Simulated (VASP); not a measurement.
MgRe:

```
Mg Re
1.0
    -2.82062    2.82062    2.03968
     2.82062   -2.82062    2.03968
     2.82062    2.82062   -2.03968
Mg Re
2 2
Direct
  0.75000 0.25000 0.50000
  0.00000 0.00000 0.00000
  0.50000 0.50000 0.00000
  0.25000 0.75000 0.50000
```

The cell was generated, and may not be a known phase.

```yaml
Program: VASP 6.6.1
Task: relaxation of cell and atoms
Functional: PBE
Potentials_or_basis: VASP PAW PBE potentials, release 64 (Mg, Re)
Cutoff: 600 eV
k_mesh: 6 × 6 × 6
Occupations: gaussian, width 0.2 eV
Spin: no spin polarisation
```

At the start: pressure 42.4 GPa; volume 16.23 Å³/atom.

**Question.** How do energy, volume and symmetry change on relaxing?

**Answer.** Over 7 steps the energy falls by 3109.5 meV/atom and the volume is 15.56 Å³/atom (-4.1 %); space group I4_1/amd (No. 141, to 0.1 Å) before, Fd-3m (No. 227, to 0.1 Å).

Step by step:
```
step  energy change (eV)  largest force (eV/Å)  pressure (GPa)  volume (Å³)
   1              0.0000                0.0000           42.42        64.91
   2             -8.2898                0.0000          -28.89        93.53
   3             -9.6992                0.0000          -22.67        81.85
   4            -12.1938                0.0000           16.10        57.56
   5            -12.3333                0.0000            4.22        60.88
   6            -12.4331                0.0000            0.84        61.88
   7            -12.4380                0.0000           -0.14        62.22
```

Final structure:
```
Mg Re
1.0
    -2.22327    2.22327    3.14708
     2.22327   -2.22327    3.14708
     2.22327    2.22327   -3.14708
Mg Re
2 2
Direct
  0.75000 0.25000 0.50000
  0.00000 0.00000 0.00000
  0.50000 0.50000 0.00000
  0.25000 0.75000 0.50000
```
